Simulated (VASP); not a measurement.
# As in VASP: single point with PBE+D4

Aim: the single point of As with PBE+D4.

All numbers are computed with VASP 6.6.1; they aren't measurements. Logs are shortened: lines on timing, memory, paths and dates and some standing lists are left out, and cuts for length are marked.

## 1. The cell of the first run

The cell holds a sheet with vacuum, 2 atoms: a = 3.566 Å, b = 3.566 Å, c = 26.600 Å, α = 90.00°, β = 90.00°, γ = 120.00°.

## 2. Single point, PBE+D4

Contents of INCAR:

```
ALGO = Normal ; DIPOL = 0.5 0.5 0.289
EDIFF = 1E-6 ; ENCUT = 400
GGA = PE ; GGA_COMPAT = False
IDIPOL = 3 ; ISIF = 2
ISMEAR = 0 ; IVDW = 13
LASPH = True ; LCHARG = False
LDIPOL = True ; LREAL = False
LWAVE = False ; NBANDS = 22
NELM = 120 ; NELMDL = -8
PREC = Accurate ; SIGMA = 0.03
```

Contents of KPOINTS:

```
k-points
0
Gamma
  12 12 1
```

Contents of POSCAR:

```
As
1.0
    3.5655718262      0.0000000000      0.0000000000
   -1.7827859131      3.0878757805      0.0000000000
    0.0000000000      0.0000000000     26.6000000028
As
2
Direct
    0.3333333333      0.6666666667      0.2631778896
    0.6666666667      0.3333333333      0.3157694787
```

Potentials or basis: VASP PAW PBE potentials, release 64 (As_d).

Started as:

```bash
cat potpaw_PBE.64/As_d/POTCAR > POTCAR
mpirun -np 1 vasp_std > vasp.out
```

OUTCAR:

```text
EDIFF = 1E-6
   ENCUT = 400
   GGA = PE
   ISIF = 2
   ISMEAR = 0
   IVDW = 13
   LASPH = True
   LREAL = False
   NELM = 120
   NELMDL = -8
   PREC = Accurate

 ion  position               nearest neighbor table
   1  0.333  0.667  0.263-   2 2.49   2 2.49   2 2.49
   2  0.667  0.333  0.316-   1 2.49   1 2.49   1 2.49

  LATTYP: Found a hexagonal cell.
 ALAT       =     3.5655718262
 C/A-ratio  =     7.4602339539

  Lattice vectors:

 A1 = (   3.5655718262,   0.0000000000,   0.0000000000)
 A2 = (  -1.7827859131,   3.0878757805,   0.0000000000)
 A3 = (   0.0000000000,   0.0000000000,  26.6000000028)

Analysis of symmetry for initial positions (statically):
=====================================================================
 Subroutine PRICEL returns:
 Original cell was already a primitive cell.

 Routine SETGRP: Setting up the symmetry group for a
 hexagonal supercell.

 Subroutine GETGRP returns: Found 12 space group operations
 (whereof  6 operations were pure point group operations)
 out of a pool of 24 trial point group operations.

The static configuration has the point symmetry C_3v.
 The point group associated with its full space group is D_3d.

Analysis of symmetry for dynamics (positions and initial velocities):
=====================================================================
 Subroutine PRICEL returns:
 Original cell was already a primitive cell.

 Routine SETGRP: Setting up the symmetry group for a
 hexagonal supercell.

 Subroutine GETGRP returns: Found 12 space group operations
 (whereof  6 operations were pure point group operations)
 out of a pool of 24 trial point group operations.

The dynamic configuration has the point symmetry C_3v.
 The point group associated with its full space group is D_3d.

 Subroutine INISYM returns: Found 12 space group operations
 (whereof  6 operations are pure point group operations),
 and found     1 'primitive' translations

----------------------------------------------------------------------------------------

                                     Primitive cell

  volume of cell :     292.8671

  direct lattice vectors                    reciprocal lattice vectors
     3.565571826  0.000000000  0.000000000     0.280459923  0.161923612  0.000000000
    -1.782785913  3.087875781  0.000000000     0.000000000  0.323847224  0.000000000
     0.000000000  0.000000000 26.600000003     0.000000000  0.000000000  0.037593985

  length of vectors
     3.565571826  3.565571826 26.600000003     0.323847224  0.323847224  0.037593985

  position of ions in fractional coordinates (direct lattice)
     0.333333333  0.666666667  0.263177890
     0.666666667  0.333333333  0.315769479

  ion indices of the primitive-cell ions
   primitive index   ion index
                 1           1
                 2           2

----------------------------------------------------------------------------------------

 KPOINTS: k-points

Automatic generation of k-mesh.
 Grid dimensions read from file:
 generate k-points for:   12   12    1

 Generating k-lattice:

  Cartesian coordinates                     Fractional coordinates (reciprocal lattice)
     0.023371660  0.013493634  0.000000000     0.083333333  0.000000000  0.000000000
     0.000000000  0.026987269  0.000000000     0.000000000  0.083333333  0.000000000
     0.000000000  0.000000000  0.037593985     0.000000000  0.000000000  1.000000000

  Length of vectors
     0.026987269  0.026987269  0.037593985

  Shift w.r.t. Gamma in fractional coordinates (k-lattice)
     0.000000000  0.000000000  0.000000000

 Subroutine IBZKPT returns following result:
 ===========================================

 Found     19 irreducible k-points:

 Following reciprocal coordinates:
            Coordinates               Weight
  0.000000  0.000000  0.000000      1.000000
  0.083333  0.000000  0.000000      6.000000
  0.166667 -0.000000  0.000000      6.000000
  0.250000  0.000000  0.000000      6.000000
  0.333333  0.000000  0.000000      6.000000
  0.416667  0.000000  0.000000      6.000000
[... 11 lines left out ...]
  0.333333  0.250000  0.000000     12.000000
  0.333333  0.333333  0.000000      2.000000
   k-points           NKPTS =     19   k-points in BZ     NKDIM =     19   number of bands    NBANDS=     22
   number of dos      NEDOS =    301   number of ions     NIONS =      2
   total plane-waves  NPLWV = 103680
   dimension x,y,z NGX =    24 NGY =   24 NGZ =  180
   dimension x,y,z NGXF=    48 NGYF=   48 NGZF=  360
   ions per type =               2
   NGX,Y,Z   is equivalent  to a cutoff of  11.19, 11.19, 11.25 a.u.
   NGXF,Y,Z  is equivalent  to a cutoff of  22.38, 22.38, 22.50 a.u.
 SYSTEM =  unknown system
   PREC   = accura    normal or accurate (medium, high low for compatibility)
   ISTART =      0    job   : 0-new  1-cont  2-samecut
   ICHARG =      2    charge: 1-file 2-atom 10-const
   ISPIN  =      1    spin polarized calculation?
   LNONCOLLINEAR =      F non collinear calculations
   LSORBIT =      F    spin-orbit coupling
   LASPH  =      T    aspherical Exc in radial PAW
   ENCUT  =  400.0 eV  29.40 Ry    5.42 a.u.   5.81  5.81 43.38*2*pi/ulx,y,z
   NELM   =    120;   NELMIN=  2; NELMDL= -8     # of ELM steps
   EDIFF  = 0.1E-05   stopping-criterion for ELM
   LREAL  =      F    real-space projection
   EDIFFG = 0.1E-04   stopping-criterion for IOM
   NSW    =      0    number of steps for IOM
   IBRION =     -1    ionic relax: 0-MD 1-quasi-New 2-CG
   NFREE  =      0    steps in history (QN), initial steepest desc. (CG)
   ISIF   =      2    stress and relaxation
   ISYM   =      2    0-nonsym 1-usesym 2-fastsym
   POTIM  = 0.5000    time-step for ionic-motion
   TEBEG  =    0.0;   TEEND  =   0.0 temperature during run
   PSTRESS=    0.0 pullay stress
   NELECT =      30.0000    total number of electrons
   NUPDOWN=      -1.0000    fix difference up-down
   EMIN   =  10.00;   EMAX   =-10.00  energy-range for DOS
   EFERMI =   0.00;   METHOD = LEGACY
   ISMEAR =     0;   SIGMA  =   0.03  broadening in eV -4-tet -1-fermi 0-gaus
   EFERMI_NEDOS =   21; number of points for ismear=-14 and -15
   IALGO  =     38    algorithm
   IMIX   =      4    mixing-type and parameters
     AMIX     =   0.40;   BMIX     =  1.00
     AMIX_MAG =   1.60;   BMIX_MAG =  1.00
  volume/ion in A,a.u.               =     146.43       988.18
  Fermi-wavevector in a.u.,A,eV,Ry     =   0.765993  1.447518  7.983163  0.586746
  Thomas-Fermi vector in A             =   1.866235
   LORBIT       =      0    0 simple, 1 ext, 2 COOP (PROOUT), +10 PAW based schemes
   GGA     = PE    functional components
   LHFCALC =     F    Hartree Fock is set to
   AEXX    =    0.0000 exact exchange contribution
   IVDW    =    13    specifies the selected vdW correction
   LEPSILON=     F    determine dielectric tensor
   LRPA    =     F    only Hartree local field effects (RPA)
 non-spin polarized calculation
 Gauss-broadening in eV      SIGMA  =   0.03
  energy-cutoff  :      400.00
  volume of cell :      292.87
 maximum number of plane-waves:      5360
 NGX is ok and might be reduce to    24
   NGX = 11   NGY = 11   NGZ = 87

 dipolmoment           0.000000      0.000000     -0.000003 electrons x Angstroem

 number of electron      30.0000001 magnetization

 dipolmoment           0.000000      0.000000      0.000006 electrons x Angstroem

 Free energy of the ion-electron system (eV)
  ---------------------------------------------------
  ext. energy  EPLUGINS =         0.00000000
  ---------------------------------------------------
  free energy    TOTEN  =        -9.35366449 eV

  energy without entropy =       -9.35366449  energy(sigma->0) =       -9.35366449

 E-fermi :  -3.8575     XC(G=0):  -2.1012

 val. band max:       -4.0621057409   @ k =   0.0000   0.0000   0.0000
 cond. band min:      -2.5247611601   @ k =   0.3333   0.0000   0.0000
 fundamental gap:      1.5373445808
 Fermi energy:        -3.8575039606

 k-point     1 :       0.0000    0.0000    0.0000
  band No.  band energies     occupation
      1     -39.2813      2.00000
      2     -39.2813      2.00000
      3     -39.2408      2.00000
      4     -39.2408      2.00000
      5     -39.1902      2.00000
      6     -39.1648      2.00000
[... 14 lines left out ...]
     21       1.3402      0.00000
     22       1.6256      0.00000

 k-point     2 :       0.0833    0.0000    0.0000
  band No.  band energies     occupation
      1     -39.2811      2.00000
      2     -39.2793      2.00000
      3     -39.2402      2.00000
      4     -39.2391      2.00000
      5     -39.1900      2.00000
      6     -39.1659      2.00000
[... 14 lines left out ...]
     21       1.4500      0.00000
     22       1.7389      0.00000

 k-point     3 :       0.1667   -0.0000    0.0000
  band No.  band energies     occupation
      1     -39.2805      2.00000
      2     -39.2734      2.00000
      3     -39.2387      2.00000
      4     -39.2344      2.00000
      5     -39.1893      2.00000
      6     -39.1691      2.00000
[... 14 lines left out ...]
     21       1.7759      0.00000
     22       2.0676      0.00000
[... 351 lines left out ...]
 k-point    18 :       0.3333    0.2500    0.0000
  band No.  band energies     occupation
      1     -39.2789      2.00000
      2     -39.2332      2.00000
      3     -39.2202      2.00000
      4     -39.2064      2.00000
      5     -39.1959      2.00000
      6     -39.1876      2.00000
[... 14 lines left out ...]
     21       4.4696      0.00000
     22       5.0237      0.00000

 k-point    19 :       0.3333    0.3333    0.0000
  band No.  band energies     occupation
      1     -39.2790      2.00000
      2     -39.2236      2.00000
      3     -39.2236      2.00000
      4     -39.2120      2.00000
      5     -39.1884      2.00000
      6     -39.1851      2.00000
[... 14 lines left out ...]
     21       4.9374      0.00000
     22       5.7347      0.00000

------------------------ aborting loop because EDIFF is reached ----------------------------------------

 vacuum level on the upper side and lower side of the slab       (xc-potential included)        -0.007        -0.007

  DFT-D4 for vdW energy calculation

  Edisp (eV):   -0.49514

  FORCE on cell =-STRESS in cart. coord.  units (eV):
  Direction    XX          YY          ZZ          XY          YZ          ZX
  --------------------------------------------------------------------------------------
  -------------------------------------------------------------------------------------
  Total      -0.05247    -0.05247    -0.04357     0.00000     0.00000     0.00000
  in kB      -0.28704    -0.28704    -0.23833     0.00000     0.00000     0.00000
  external pressure =       -0.27 kB  Pullay stress =        0.00 kB

 VOLUME and BASIS-vectors are now :
 -----------------------------------------------------------------------------
  energy-cutoff  :      400.00
  volume of cell :      292.87
      direct lattice vectors                 reciprocal lattice vectors
     3.565571826  0.000000000  0.000000000     0.280459923  0.161923612  0.000000000
    -1.782785913  3.087875781  0.000000000     0.000000000  0.323847224  0.000000000
     0.000000000  0.000000000 26.600000003     0.000000000  0.000000000  0.037593985

 POSITION                                       TOTAL-FORCE (eV/Angst)
 -----------------------------------------------------------------------------------
     -0.00000      2.05858      7.00053         0.000000     -0.000000     -0.013514
      1.78279      1.02929      8.39947        -0.000000      0.000000      0.013514
 -----------------------------------------------------------------------------------
    total drift:                               -0.000000      0.000001      0.001651

  FREE ENERGIE OF THE ION-ELECTRON SYSTEM (eV)
  ---------------------------------------------------
  free  energy   TOTEN  =        -9.8488087802 eV

  energy  without entropy=       -9.8488087802  energy(sigma->0) =       -9.84880878

 vacuum level on the upper side and lower side of the slab         1.189         1.189
```

Wall time 3.1 min (1 thread of AMD EPYC 7R43 (Zen 3), shared host); peak memory 0.27 GiB.

Results:

```
Free energy                : -9.8488 eV
Largest force              : 0.014 eV/Å
Band gap on the k mesh     : 1.54 eV (least direct gap 2.06 eV)
Dispersion energy per atom : -0.248 eV
```

Forces in eV/Å, atoms in the order of the input:
```
As   0.000  0.000 -0.014
As   0.000  0.000  0.014
```

Levels at points of the mesh, in eV from the valence-band top:
```csv
k point,band 12,band 13,band 14,band 15,band 16,band 17,band 18,band 19
"(0.00, 0.00, 0.00)",-7.32,-0.73,0.00,0.00,2.06,3.52,3.52,4.74
"(0.50, 0.00, 0.00)",-9.23,-3.56,-1.95,-1.72,1.93,3.02,4.50,6.18
```
